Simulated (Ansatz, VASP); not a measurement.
## Two plane-wave programs on BaZrO3

```
Ba Zr O
1.0
     4.22716    0.00000    0.00000
     0.00000    4.22716    0.00000
     0.00000    0.00000    4.22716
Ba Zr O
1 1 3
Cartesian
  0.0000 0.0000 0.0000
  2.1136 2.1136 2.1136
  0.0000 2.1136 2.1136
  2.1136 0.0000 2.1136
  2.1136 2.1136 0.0000
```

Alike in both runs: functional PBE; k mesh 6 × 6 × 6; occupations gaussian, width 0.02 eV; no spin polarisation.

Ansatz relaxed the structure, and its values are those at the end. VASP's run is a single point on that final structure, the one shown.

|  | VASP | Ansatz |
| --- | --- | --- |
| version | VASP 6.6.1 | Ansatz 0.2.0 |
| potentials or method | VASP PAW PBE potentials, release 64 (Ba_sv, Zr_sv, O_h), cutoff 910 eV | scalar-relativistic, plane waves, PAW |
| valence electrons in the cell | 40 | 40 |

```csv
,VASP,Ansatz,Ansatz less VASP
gap on the k mesh at the Fermi level (eV),3.14,3.18,+0.042
least direct gap on the mesh (eV),3.39,3.40,+0.018
```

Neither program's run includes spin-orbit coupling. Noted on VASP's run: the cutoff is short for stress, so the pressure is rough.
